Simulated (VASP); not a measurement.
GaCo:

```
Ga Co
1.0
     2.87800    0.00000    0.00000
     0.00000    2.87800    0.00000
     0.00000    0.00000    2.87800
Ga Co
1 1
Direct
  0.50000 0.50000 0.50000
  0.00000 0.00000 0.00000
```

Base run:

```yaml
Program: VASP 6.6.1
Functional: PBE
Potentials_or_basis: VASP PAW PBE potentials, release 64 (Ga_d, Co_sv)
Cutoff: 690 eV
k_mesh: 8 × 8 × 8
Occupations: fermi-dirac, width 0.05 eV
Spin: collinear spin, ferromagnetic start
Starting_moments: "[0.0, 1.0] μB"
Fixed_moment: 1 μB
```

Its results: pressure 5.2 GPa; site moments Ga -0.02; Co +0.99 μB.

**Question.** After a change of settings the same cell gave: pressure 56.5 GPa; site moments Ga +0.61; Co +2.76 μB. Which change was it?
A. fixed moment from 1 μB to 3 μB; moments at the start from [0.0, 1.0] to [0.0, 3.0]
B. fixed moment from 1 μB to 4 μB; moments at the start from [0.0, 1.0] to [0.0, 4.0]
C. fixed moment from 1 μB to 1.5 μB; moments at the start from [0.0, 1.0] to [0.0, 1.5]
D. fixed moment from 1 μB to 2 μB; moments at the start from [0.0, 1.0] to [0.0, 2.0]

**Answer.** B.

Caveats: the cell stands under pressure; the total moment is fixed, so each spin has its own Fermi level and the state may be an excited one.
